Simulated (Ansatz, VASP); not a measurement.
**ZrB in VASP and in Ansatz**

File INCAR:

```
SYSTEM = ZrB
PREC = Accurate
ENCUT = 520
EDIFF = 1E-6
ISMEAR = 0
SIGMA = 0.15
LREAL = .False.
LASPH = .True.
NELM = 60
ALGO = Normal
ISIF = 2
LWAVE = .False.
LCHARG = .True.
GGA = CA
LELF = .True.
LVHAR = .True.
NBANDS = 14
```

The input KPOINTS:

```
regular mesh
0
Gamma
  16 16 16
  0 0 0
```

The input POSCAR:

```
ZrB
1.0
    0.0000000000      2.4153850465      2.6810774016
    2.2463080932      0.0000000000      2.6810774016
    2.2463080932      2.4153850465      0.0000000000
Zr B
1 1
Direct
    0.0000000000      0.0000000000      0.0000000000
    0.5000000000      0.5000000000      0.5000000000
```

Input for Ansatz:

```yaml
crystal:
  lattice:
    - [0.0, 2.4153850465, 2.6810774016]
    - [2.2463080932, 0.0, 2.6810774016]
    - [2.2463080932, 2.4153850465, 0.0]
  atoms:
    - { symbol: Zr, position: [0.0, 0.0, 0.0] }
    - { symbol: B, position: [0.5, 0.5, 0.5] }
basis:
  ecutwfc: 520.0
kpoints:
  mp_grid: { grid: [16, 16, 16] }
hamiltonian:
  xc: lda
scf:
  occupations: { method: gaussian, width: 0.15 }
output:
  forces: true
  stress: true
  eigenvalues: true
```

Change from the starting cell: normal strain along x -0.0700, normal strain along z +0.1100.

Alike in both runs: task single point; functional LDA; k mesh 16 × 16 × 16; occupations gaussian, width 0.15 eV; no spin polarisation.

```csv
,VASP,Ansatz
version,VASP 6.6.1,Ansatz 0.2.0
potentials or method,"VASP PAW LDA potentials, release 64 (Zr_sv, B), cutoff 520 eV","scalar-relativistic, plane waves, PAW"
valence electrons in the cell,15,15
```

Ansatz gave:

| Item | Value |
| --- | --- |
| gap on the k mesh at the Fermi level (eV) | none |
| pressure (GPa) | 0.2 |
| traceless stress, the component that is largest in VASP (GPa) | -24.34 |

Q: Estimate VASP's values.

A: gap on the k mesh at the Fermi level (eV): none; pressure (GPa): 0.5; traceless stress, the component that is largest in VASP (GPa): -24.45.

LDA's correlation is that of Perdew and Zunger in VASP and of Perdew and Wang (1992) in Ansatz. A gap of «none» marks a metal or a gap that the smearing closes.
